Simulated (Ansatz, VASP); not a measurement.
Cs2SnI6: VASP beside Ansatz

POSCAR

```
Cs2SnI6
1.0
    0.0000000000      5.9202858153      5.9202858153
    5.9202858153      0.0000000000      5.9202858153
    5.9202858153      5.9202858153      0.0000000000
Cs Sn I
2 1 6
Direct
    0.2500000000      0.2500000000      0.2500000000
    0.7500000000      0.7500000000      0.7500000000
    0.0000000000      0.0000000000      0.0000000000
    0.7563553592      0.2436446408      0.2436446408
    0.2436446408      0.7563553592      0.2436446408
    0.2436446408      0.7563553592      0.7563553592
    0.7563553592      0.2436446408      0.7563553592
    0.2436446408      0.2436446408      0.7563553592
    0.7563553592      0.7563553592      0.2436446408
```

File INCAR.step1:

```
SYSTEM = Cs2SnI6
ALGO = Normal
EDIFF = 1E-5
ENCUT = 400
GGA = PE
GGA_COMPAT = .FALSE.
ISIF = 2
ISMEAR = 0
LASPH = .TRUE.
LCHARG = .FALSE.
LREAL = .FALSE.
LWAVE = .TRUE.
NBANDS = 47
NELM = 120
PREC = Accurate
SIGMA = 0.01
```

The input INCAR.step2:

```
SYSTEM = Cs2SnI6
ALGO = Normal
EDIFF = 1E-6
ENCUT = 400
GGA = PE
GGA_COMPAT = .FALSE.
HFSCREEN = 0.2079
ISIF = 2
ISMEAR = 0
ISTART = 1
LASPH = .TRUE.
LCHARG = .FALSE.
LHFCALC = .TRUE.
LREAL = .FALSE.
LWAVE = .FALSE.
NBANDS = 47
NELM = 120
PREC = Accurate
PRECFOCK = Fast
SIGMA = 0.01
```

The input KPOINTS:

```
k-points
0
G
  2 2 2
  0 0 0
```

Input for Ansatz:

```yaml
crystal:
  lattice:
    - [0.0, 5.9202858153, 5.9202858153]
    - [5.9202858153, 0.0, 5.9202858153]
    - [5.9202858153, 5.9202858153, 0.0]
  atoms:
    - { symbol: Cs, position: [0.25, 0.25, 0.25] }
    - { symbol: Cs, position: [0.75, 0.75, 0.75] }
    - { symbol: Sn, position: [0.0, 0.0, 0.0] }
    - { symbol: I, position: [0.7563553592, 0.2436446408, 0.2436446408] }
    - { symbol: I, position: [0.2436446408, 0.7563553592, 0.2436446408] }
    - { symbol: I, position: [0.2436446408, 0.7563553592, 0.7563553592] }
    - { symbol: I, position: [0.7563553592, 0.2436446408, 0.7563553592] }
    - { symbol: I, position: [0.2436446408, 0.2436446408, 0.7563553592] }
    - { symbol: I, position: [0.7563553592, 0.7563553592, 0.2436446408] }
kpoints:
  mp_grid: { grid: [2, 2, 2] }
  band_path:
    path:
      - [0.0, 0.0, 0.0]
      - [0.5, 0.0, 0.5]
      - [0.625, 0.25, 0.625]
      - [0.375, 0.375, 0.75]
      - [0.5, 0.5, 0.5]
      - [0.5, 0.25, 0.75]
    npoints: 1
hamiltonian:
  xc: hse06
scf:
  occupations: { method: fixed }
  n_extra_bands: 6
output:
  forces: true
  stress: true
  eigenvalues: true
```

Alike in both runs: task single point; functional HSE06; k mesh 2 × 2 × 2; no spin polarisation.

```csv
,VASP,Ansatz
version,VASP 6.6.1,Ansatz 0.2.0
potentials or method,"VASP PAW PBE potentials, release 64 (Cs_sv, Sn_d, I)","plane waves, PAW"
plane-wave cutoff (eV),400,420
occupations,"gaussian, width 0.01 eV",fixed
valence electrons in the cell,74,134
```

VASP gave:

```
gap on the k mesh at the Fermi level (eV) : 0.97
pressure (GPa)                            : 0.1
rms of the force components (eV/Å)        : 0.101
```

Question: What did Ansatz give for the same quantities?

Answer: gap on the k mesh at the Fermi level (eV): 0.96; pressure (GPa): 0.1; rms of the force components (eV/Å): 0.096.

Atom by atom the forces differ by 0.005 eV/Å (rms over components). VASP's potentials hold 74 valence electrons a cell and Ansatz's 134, so a difference there can come from the potentials and not from the codes. Ansatz's warnings: stress exchange threshold loose, stress scf threshold loose.

The k mesh is coarse, so the values compare programs but aren't converged. Spin-orbit coupling is off throughout.
